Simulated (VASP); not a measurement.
# Ti3I: single point with PBE

Crystal: Ti3I.

```
Ti I
1.0
     4.36483    0.00000    0.00000
     0.00000    4.36483    0.00000
     0.00000    0.00000    4.31997
Ti I
3 1
Cartesian
  0.0000 2.1824 2.1600
  2.1824 0.0000 2.1600
  2.1824 2.1824 0.0000
  0.0000 0.0000 0.0000
```

* Program: VASP 6.6.1
* Task: single point
* Functional: PBE
* Potentials or basis: VASP PAW PBE potentials, release 64 (Ti_sv, I)
* Cutoff: 520 eV
* k mesh: 4 × 4 × 4
* Occupations: gaussian, width 0.1 eV
* Spin: collinear spin, ferromagnetic start
* Starting moments: [1.0, 1.0, 1.0, 0.0] μB

```yaml
Pressure: -10.3 GPa
Net_moment: 0.00 μB per cell
Valence_electrons_inside_the_program's_atomic_spheres: Ti 10.17; I 4.24
```

Stress tensor (GPa, compression positive):
```
-10.03   0.00   0.00
  0.00 -10.03   0.00
  0.00   0.00 -10.73
```

Levels at points of the mesh, in eV from the Fermi level:
Spin up:
| k point | band 19 | band 20 | band 21 | band 22 | band 23 | band 24 | band 25 | band 26 |
| --- | --- | --- | --- | --- | --- | --- | --- | --- |
| (0.00, 0.00, 0.00) | -2.32 | -1.33 | -1.31 | -1.31 | -0.24 | 0.95 | 0.95 | 1.01 |
| (0.50, 0.00, 0.00) | -0.73 | -0.44 | -0.13 | -0.07 | -0.03 | 0.16 | 0.90 | 0.90 |
| (0.50, 0.50, 0.00) | -0.56 | -0.56 | 0.07 | 0.07 | 0.57 | 0.87 | 0.93 | 0.97 |
| (0.00, 0.00, 0.50) | -0.72 | -0.48 | -0.11 | -0.11 | 0.06 | 0.18 | 0.88 | 0.88 |
| (0.50, 0.00, 0.50) | -0.57 | -0.56 | 0.02 | 0.02 | 0.58 | 0.87 | 0.94 | 1.00 |
| (0.50, 0.50, 0.50) | -2.38 | 0.07 | 0.22 | 0.26 | 0.26 | 0.42 | 1.06 | 1.06 |
Spin down:
```csv
k point,band 18,band 19,band 20,band 21,band 22,band 23,band 24,band 25,band 26,band 27
"(0.00, 0.00, 0.00)",-2.33,-2.32,-1.33,-1.31,-1.31,-0.24,0.96,0.96,1.01,2.18
"(0.50, 0.00, 0.00)",-1.22,-0.73,-0.44,-0.12,-0.07,-0.03,0.16,0.90,0.91,1.22
"(0.50, 0.50, 0.00)",-0.59,-0.56,-0.56,0.07,0.07,0.57,0.87,0.93,0.97,0.97
"(0.00, 0.00, 0.50)",-1.19,-0.72,-0.48,-0.11,-0.11,0.06,0.18,0.88,0.88,1.25
"(0.50, 0.00, 0.50)",-0.63,-0.57,-0.56,0.02,0.03,0.58,0.87,0.94,1.00,1.02
"(0.50, 0.50, 0.50)",-2.38,-2.38,0.07,0.22,0.26,0.26,0.42,1.06,1.06,1.09
```

Run time: 110 s on 1 thread of Oxide Virtual Turin-like Processor, with other jobs on the host, peak memory 0.21 GiB.

Caveat: the k points lie up to 0.36 Å⁻¹ apart; spin-orbit coupling is left out, which moves the levels of the heavy elements.
